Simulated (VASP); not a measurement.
Here is a VASP 6.6.1 calculation.

Contents of INCAR:

```
PREC = Accurate
ENCUT = 600
EDIFF = 1E-6
ISMEAR = 0
SIGMA = 0.1
LREAL = False
LASPH = True
NELM = 120
ALGO = Normal
ISIF = 2
LWAVE = False
LCHARG = True
GGA = CA
LELF = True
LVHAR = True
NBANDS = 9
GGA_COMPAT = False
```

File KPOINTS:

```
Automatic mesh
0
Gamma
  21 21 12
```

POSCAR

```
Be
1.0
    2.2260579411      0.0000000000      0.0000000000
   -1.1130289706      1.9278227273      0.0000000000
    0.0000000000      0.0000000000      3.5163051786
Be
2
Direct
    0.3333333333      0.6666666667      0.2500000000
    0.6666666667      0.3333333333      0.7500000000
```

Potentials or basis: VASP PAW LDA potentials, release 64 (Be).

The run is started by

```console
$ cat potpaw_LDA.64/Be/POTCAR > POTCAR
$ mpirun -np 1 vasp_std > vasp.out
```

Q: Predict the band gap on the k mesh.

A: Zero (bands 2 and 3 overlap by 2.12 eV).

Q: What does it give for the pressure?

A: 0.5 GPa.
